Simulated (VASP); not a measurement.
Set up this calculation in VASP 6.6.1, as the native input.

* Task: single point
* Functional: r2SCAN0
* Potentials or basis: VASP PAW PBE potentials, release 64 (Ga_d, N)
* Cutoff: 520 eV
* k mesh: 5 × 5 × 5
* Occupations: fermi-dirac, width 0.05 eV
* Spin: no spin polarisation
* Dipole correction: no
* Grid for exact exchange (PRECFOCK): Normal
* Further INCAR settings: ALGO = Normal; EDIFF = 1e-06; NBANDS = 16
* Share of exact exchange: 0.25

The system is GaN.

```
CELL_PARAMETERS angstrom
2.98064 0.00000 0.00000
-1.49032 2.58131 0.00000
0.00000 0.00000 2.68337
ATOMIC_POSITIONS crystal
Ga 0.66667 0.33333 0.50000
N 0.00000 0.00000 0.00000
```

One way to write it, as run:

POSCAR

```
GaN
1.0
    2.9806400000      0.0000000000      0.0000000000
   -1.4903200000      2.5813100000      0.0000000000
    0.0000000000      0.0000000000      2.6833700000
Ga N
1 1
Direct
    0.6666700000      0.3333300000      0.5000000000
    0.0000000000      0.0000000000      0.0000000000
```

INCAR.step1

```
SYSTEM = GaN
ALGO = Normal ; EDIFF = 1E-5
ENCUT = 520 ; GGA = PE
ISIF = 2 ; ISMEAR = -1
LASPH = .TRUE. ; LCHARG = .FALSE.
LREAL = .FALSE. ; LWAVE = .TRUE.
NBANDS = 16 ; NELM = 60
PREC = Accurate ; SIGMA = 0.05
```

INCAR.step2

```
SYSTEM = GaN
AEXX = 0.25 ; ALGO = Normal
EDIFF = 1E-6 ; ENCUT = 520
ISIF = 2 ; ISMEAR = -1
ISTART = 1 ; LASPH = .TRUE.
LCHARG = .FALSE. ; LHFCALC = .TRUE.
LMIXTAU = .TRUE. ; LREAL = .FALSE.
LWAVE = .FALSE. ; METAGGA = R2SCAN
NBANDS = 16 ; NELM = 60
PREC = Accurate ; PRECFOCK = Normal
SIGMA = 0.05
```

KPOINTS

```
k-points
0
G
  5 5 5
  0 0 0
```

Potentials or basis: VASP PAW PBE potentials, release 64 (Ga_d, N).

Command:

```console
$ cat potpaw_PBE.64/Ga_d/POTCAR potpaw_PBE.64/N/POTCAR > POTCAR
$ cp INCAR.step1 INCAR
$ mpirun -np 1 vasp_std > vasp.out
$ cp INCAR.step2 INCAR
$ mpirun -np 1 vasp_std > vasp.out
```

It gave:

```json
{
 "Pressure": "-13.7 GPa",
 "Band gap on the k mesh": "1.38 eV (least direct gap 2.75 eV)"
}
```

Caveat: the k points lie up to 0.49 Å⁻¹ apart; the PAW data sets were made with another functional, which shifts forces and pressure a little.

It took 12 min on 1 thread of Intel(R) Xeon(R) Platinum 8488C (Sapphire Rapids), on a shared host, peak memory 0.15 GiB.
